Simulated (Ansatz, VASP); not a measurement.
# TiTe2 in VASP and in Ansatz

File INCAR:

```
SYSTEM = TiTe2
PREC     = Accurate       ! precision mode
ENCUT    = 520            ! plane-wave cutoff, eV
EDIFF    = 1E-7           ! SCF threshold, eV
ISMEAR   = -1             ! smearing method
SIGMA    = 0.03           ! smearing width, eV
LREAL    = .False.        ! projectors in reciprocal space
LASPH    = .True.         ! aspherical terms in the spheres
NELM     = 100            ! most SCF steps
ALGO     = Normal         ! electronic algorithm
ISIF     = 2              ! what is computed and relaxed
LWAVE    = .False.        ! write WAVECAR
LCHARG   = .False.        ! write CHGCAR
GGA      = PS             ! functional
NBANDS   = 19             ! bands
```

File KPOINTS:

```
Automatic mesh
0
Gamma
  13 13 7
  0 0 0
```

File POSCAR:

```
TiTe2
1.0
    3.7392308787      0.0000000000      0.0000000000
   -1.8696154394      3.2382689316      0.0000000000
    0.0000000000      0.0000000000      6.4980000000
Ti Te
1 2
Direct
    0.0000000000      0.0000000000      0.0000000000
    0.6666666667      0.3333333333      0.2628000000
    0.3333333333      0.6666666667      0.7372000000
```

Input for Ansatz:

```yaml
crystal:
  lattice:
    - [3.7392308787, 0.0, 0.0]
    - [-1.8696154394, 3.2382689316, 0.0]
    - [0.0, 0.0, 6.498]
  atoms:
    - { symbol: Ti, position: [0.0, 0.0, 0.0] }
    - { symbol: Te, position: [0.6666666667, 0.3333333333, 0.2628] }
    - { symbol: Te, position: [0.3333333333, 0.6666666667, 0.7372] }
kpoints:
  mp_grid: { grid: [13, 13, 7] }
  band_path:
    path:
      - [0.0, 0.0, 0.0]
      - [0.5, 0.0, 0.0]
      - [0.3333333333, 0.3333333333, 0.0]
      - [0.0, 0.0, 0.0]
      - [0.0, 0.0, 0.5]
      - [0.5, 0.0, 0.5]
      - [0.3333333333, 0.3333333333, 0.5]
      - [0.0, 0.0, 0.5]
      - [0.5, 0.0, 0.5]
    npoints: 5
scf:
  occupations: { method: fermi_dirac, width: 0.03 }
hamiltonian:
  xc: pbesol
  pseudopotentials: { kind: all_electron, lapw: { basis_error: 0.001 } }
output:
  forces: true
  stress: true
  eigenvalues: true
```

Change from the starting cell: equal xx and yy strain of -1 %.

Alike in both runs: task single point; functional PBEsol; k mesh 13 × 13 × 7; occupations fermi-dirac, width 0.03 eV; no spin polarisation.

|  | VASP | Ansatz |
| --- | --- | --- |
| version | VASP 6.6.1 | Ansatz 0.2.0 |
| potentials or method | VASP PAW PBE potentials, release 64 (Ti_sv, Te), cutoff 520 eV | all-electron LAPW, scalar-relativistic |

```tsv
	VASP	Ansatz	Ansatz less VASP
pressure (GPa)	-1.0	-1.1	-0.05
traceless stress, the component that is largest in VASP (GPa)	0.46	0.45	-0.014
rms of the force components (eV/Å)	0.019	0.009	-0.0094
```

VASP's potentials were made for PBE, not for PBEsol. Atom by atom the forces differ by 0.009 eV/Å (rms over components). Ansatz ran all-electron here, and VASP with PAW potentials.

Neither program's run includes spin-orbit coupling.
